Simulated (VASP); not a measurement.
# Ge5H2 in VASP: further runs, part 2 of 2

VASP 6.6.1. Earlier steps stand in the parts before.

### 3 Single point, PBE

Contents of INCAR:

```
SYSTEM = Ge5H2
ALGO = Normal
DIPOL = 0.5 0.5 0.344
EDIFF = 1E-6
ENCUT = 410
GGA = PE
GGA_COMPAT = .False.
IDIPOL = 3
ISIF = 2
ISMEAR = 0
LASPH = .True.
LCHARG = .False.
LDIPOL = .True.
LREAL = .False.
LWAVE = .False.
NBANDS = 164
NELM = 120
NELMDL = -8
PREC = Accurate
SIGMA = 0.05
```

Contents of KPOINTS:

```
k-points
0
Gamma
  3 3 1
  0 0 0
```

Contents of POSCAR:

```
Ge5H2
1.0
    8.1473826809      0.0000000000      0.0000000000
    0.0000000000      8.1473826809      0.0000000000
    0.0000000000      0.0000000000     19.5175094652
Ge H
20 8
Direct
    0.5000000000      0.5000000000      0.2513865784
    0.5000000000      0.0000000000      0.2513865784
    0.0000000000      0.5000000000      0.2513865784
    0.0000000000      0.0000000000      0.2513865784
    0.7500000000      0.5000000000      0.3251801834
    0.7500000000      0.0000000000      0.3251801834
    0.2500000000      0.5000000000      0.3251801834
    0.2500000000      0.0000000000      0.3251801834
    0.7595810892      0.7499986461      0.4035116596
    0.7595810892      0.2500013539      0.4035116596
    0.2351589631      0.7499990981      0.3972094145
    0.2351589631      0.2500009019      0.3972094145
    0.0095726885      0.7500063578      0.4852831005
    0.0095726885      0.2499936422      0.4852831005
    0.4945698308      0.7499947714      0.4742921302
    0.4945698308      0.2500052286      0.4742921302
    0.0619683129      0.0000000000      0.5663904131
    0.0619632068      0.5000000000      0.5663904131
    0.3505887996      0.0000000000      0.5163628722
    0.3505666501      0.5000000000      0.5163704759
    0.5083944213      0.6502083350      0.2033868863
    0.5083944213      0.3497916650      0.2033868863
    0.5083944213      0.1502083350      0.2033868863
    0.5083944213     -0.1502083350      0.2033868863
   -0.0083944213      0.3497916650      0.2033868863
   -0.0083944213      0.6502083350      0.2033868863
   -0.0083944213     -0.1502083350      0.2033868863
   -0.0083944213      0.1502083350      0.2033868863
```

Potentials or basis: VASP PAW PBE potentials, release 64 (Ge_d, H).

The run is started by

```console
$ cat potpaw_PBE.64/Ge_d/POTCAR potpaw_PBE.64/H/POTCAR > POTCAR
$ mpirun -np 1 vasp_std > vasp.out
```

OUTCAR:

```text
SYSTEM = Ge5H2
   EDIFF = 1E-6
   ENCUT = 410
   GGA = PE
   ISIF = 2
   ISMEAR = 0
   LASPH = .True.
   LREAL = .False.
   NELM = 120
   NELMDL = -8
   PREC = Accurate

 ion  position               nearest neighbor table
   1  0.500  0.500  0.251-  21 1.54  22 1.54   5 2.49   7 2.49
   2  0.500  0.000  0.251-  23 1.54  24 1.54   6 2.49   8 2.49
   3  0.000  0.500  0.251-  25 1.54  26 1.54   5 2.49   7 2.49
   4  0.000  0.000  0.251-  27 1.54  28 1.54   6 2.49   8 2.49
   5  0.750  0.500  0.325-   1 2.49   3 2.49   9 2.55  10 2.55
   6  0.750  0.000  0.325-   2 2.49   4 2.49   9 2.55  10 2.55
[... 8 lines left out ...]
  15  0.495  0.750  0.474-  19 2.49  20 2.49   9 2.56  11 2.59
  16  0.495  0.250  0.474-  19 2.49  20 2.49  10 2.56  12 2.59
  17  0.062  0.000  0.566-  19 2.55  14 2.61  13 2.61
  18  0.062  0.500  0.566-  20 2.55  14 2.61  13 2.61
  19  0.351  0.000  0.516-  15 2.49  16 2.49  17 2.55
  20  0.351  0.500  0.516-  15 2.49  16 2.49  18 2.55
  21  0.508  0.650  0.203-   1 1.54
  22  0.508  0.350  0.203-   1 1.54
  23  0.508  0.150  0.203-   2 1.54
  24  0.508  0.850  0.203-   2 1.54
  25  0.992  0.350  0.203-   3 1.54
  26  0.992  0.650  0.203-   3 1.54
  27  0.992  0.850  0.203-   4 1.54
  28  0.992  0.150  0.203-   4 1.54

  LATTYP: Found a simple tetragonal cell.
 ALAT       =     8.1473826809
 C/A-ratio  =     2.3955557545

  Lattice vectors:

 A1 = (   8.1473826809,   0.0000000000,   0.0000000000)
 A2 = (   0.0000000000,   8.1473826809,   0.0000000000)
 A3 = (   0.0000000000,   0.0000000000,  19.5175094652)

Analysis of symmetry for initial positions (statically):
=====================================================================
 Subroutine PRICEL returns:
 Original cell was already a primitive cell.

 Routine SETGRP: Setting up the symmetry group for a
 simple tetragonal supercell.

 Subroutine GETGRP returns: Found  2 space group operations
 (whereof  2 operations were pure point group operations)
 out of a pool of 16 trial point group operations.

The static configuration has the point symmetry C_1h.

Analysis of symmetry for dynamics (positions and initial velocities):
[... 178 lines left out ...]
 NGX is ok and might be reduce to    54
   NGX = 27   NGY = 27   NGZ = 65

 dipolmoment           0.000000      0.000000     -0.005949 electrons x Angstroem

 number of electron     288.0000426 magnetization

 dipolmoment           0.000000      0.000000      0.008422 electrons x Angstroem

 Free energy of the ion-electron system (eV)
  ---------------------------------------------------
  ext. energy  EPLUGINS =         0.00000000
  ---------------------------------------------------
  free energy    TOTEN  =      -111.16899008 eV

  energy without entropy =     -111.16899002  energy(sigma->0) =     -111.16899005

 E-fermi :  -1.0430     XC(G=0):  -4.5410

 val. band max:       -1.2180008968   @ k =   0.3333   0.0000   0.0000
 cond. band min:      -0.8679354437   @ k =   0.3333   0.0000   0.0000
 fundamental gap:      0.3500654531
 Fermi energy:        -1.0429678936

 k-point     1 :       0.0000    0.0000    0.0000
  band No.  band energies     occupation
      1     -26.1003      2.00000
      2     -26.0978      2.00000
      3     -26.0555      2.00000
      4     -26.0545      2.00000
      5     -26.0216      2.00000
      6     -26.0202      2.00000
[... 625 lines left out ...]
    155       1.7314      0.00000
    156       1.7708      0.00000
 [bands above 156 left out]

------------------------ aborting loop because EDIFF is reached ----------------------------------------

 vacuum level on the upper side and lower side of the slab       (xc-potential included)        -0.238        -0.189

  FORCE on cell =-STRESS in cart. coord.  units (eV):
  Direction    XX          YY          ZZ          XY          YZ          ZX
  --------------------------------------------------------------------------------------
  -------------------------------------------------------------------------------------
  Total       -7.8507908      4.8413974     -7.7306096      0.0000000      0.0000000     -0.0024050
  in kB       -9.7087509      5.9871575     -9.5601278      0.0000000      0.0000000     -0.0029741
  external PRESSURE =      -4.4272404 kB  Pullay stress =       0.0000000 kB

 VOLUME and BASIS-vectors are now :
 -----------------------------------------------------------------------------
  energy-cutoff  :      410.00
  volume of cell :     1295.57
      direct lattice vectors                 reciprocal lattice vectors
     8.147382681  0.000000000  0.000000000     0.122738803  0.000000000  0.000000000
     0.000000000  8.147382681  0.000000000     0.000000000  0.122738803  0.000000000
     0.000000000  0.000000000 19.517509465     0.000000000  0.000000000  0.051236045

 POSITION                                       TOTAL-FORCE (eV/Angst)
 -----------------------------------------------------------------------------------
      4.07369      4.07369      4.90644         0.088968      0.000000      0.254553
      4.07369      0.00000      4.90644         0.088953      0.000000      0.254574
      0.00000      4.07369      4.90644        -0.033620      0.000000      0.203057
      0.00000      0.00000      4.90644        -0.033565      0.000000      0.203074
      6.11054      4.07369      6.34671         0.024388      0.000000      0.416817
      6.11054      0.00000      6.34671         0.024282      0.000000      0.416924
[... 20 lines left out ...]
      8.07899      6.92358      3.96961         0.031496      0.045544      0.016004
      8.07899      1.22380      3.96961         0.031496     -0.045544      0.016004
 -----------------------------------------------------------------------------------
    total drift:                               -0.000954      0.000000     -0.002230

  FREE ENERGIE OF THE ION-ELECTRON SYSTEM (eV)
  ---------------------------------------------------
  free  energy   TOTEN  =      -111.1689900759 eV

  energy  without entropy=     -111.1689900161  energy(sigma->0) =     -111.16899005

 vacuum level on the upper side and lower side of the slab         3.095         3.146
```

OSZICAR:

```text
N       E                     dE             d eps       ncg     rms          rms(c)
DAV:   1     0.332658703903E+04    0.33266E+04   -0.12677E+05  1588   0.278E+03
DAV:   2     0.555266737896E+03   -0.27713E+04   -0.27049E+04  1632   0.710E+02
DAV:   3    -0.519227607385E+02   -0.60719E+03   -0.58639E+03  1824   0.233E+02
DAV:   4    -0.111397795218E+03   -0.59475E+02   -0.58683E+02  1464   0.829E+01
[... 21 lines left out ...]
DAV:  26    -0.111168981672E+03   -0.82157E-05   -0.67591E-07   904   0.787E-03    0.483E-04
DAV:  27    -0.111168985431E+03   -0.37592E-05   -0.35726E-07   896   0.488E-03    0.331E-04
DAV:  28    -0.111168987784E+03   -0.23535E-05   -0.22936E-07   872   0.361E-03    0.229E-04
DAV:  29    -0.111168989616E+03   -0.18320E-05   -0.20814E-07   872   0.351E-03    0.125E-04
DAV:  30    -0.111168990076E+03   -0.45941E-06   -0.48278E-08   856   0.190E-03
   1 F= -.11116899E+03 E0= -.11116899E+03  d E =-.597361E-07
```

stdout:

```text
POSCAR found type information on POSCAR GeH
 POSCAR found :  2 types and      28 ions
 scaLAPACK will be used
 -----------------------------------------------------------------------------
|                                                                             |
|                                                                             |
|     You have a (more or less) 'large supercell' and for larger cells it     |
|     might be more efficient to use real-space projection operators.         |
|     Therefore, try LREAL= Auto in the INCAR file.                           |
|     Mind: For very accurate calculation, you might also keep the            |
|     reciprocal projection scheme (i.e. LREAL=.FALSE.).                      |
|                                                                             |
 -----------------------------------------------------------------------------

 LDA part: xc-table for (Slater+PW92), standard interpolation
 POSCAR, INCAR and KPOINTS ok, starting setup
 FFT: planning ... GRIDC
 FFT: planning ... GRID_SOFT
 FFT: planning ... GRID
 WAVECAR not read
 entering main loop
```

It took 70 min on 1 thread of Intel Xeon 8259CL, shared host; peak memory 1 GiB.

Results:

| Quantity | Value |
| --- | --- |
| Free energy | -111.1690 eV |
| Largest force | 0.510 eV/Å |
| Band gap on the k mesh | 0.35 eV |

Forces in eV/Å, atoms in the order of the input:
```
Ge   0.089  0.000  0.255
Ge   0.089  0.000  0.255
Ge  -0.034  0.000  0.203
Ge  -0.034  0.000  0.203
Ge   0.024  0.000  0.417
Ge   0.024  0.000  0.417
Ge  -0.052  0.000 -0.508
Ge  -0.052  0.000 -0.508
Ge   0.008  0.000 -0.017
Ge   0.008  0.000 -0.017
Ge  -0.002  0.000  0.006
Ge  -0.002  0.000  0.006
Ge  -0.003  0.000 -0.007
Ge  -0.003  0.000 -0.007
Ge  -0.003  0.000  0.006
Ge  -0.003  0.000  0.006
Ge   0.007  0.000 -0.473
Ge   0.006  0.000 -0.473
Ge  -0.004  0.000  0.020
Ge  -0.003  0.000  0.020
H   -0.047 -0.033  0.034
H   -0.047  0.033  0.034
H   -0.047 -0.033  0.034
H   -0.047  0.033  0.034
H    0.032  0.046  0.016
H    0.032 -0.046  0.016
H    0.031  0.046  0.016
H    0.031 -0.046  0.016
```
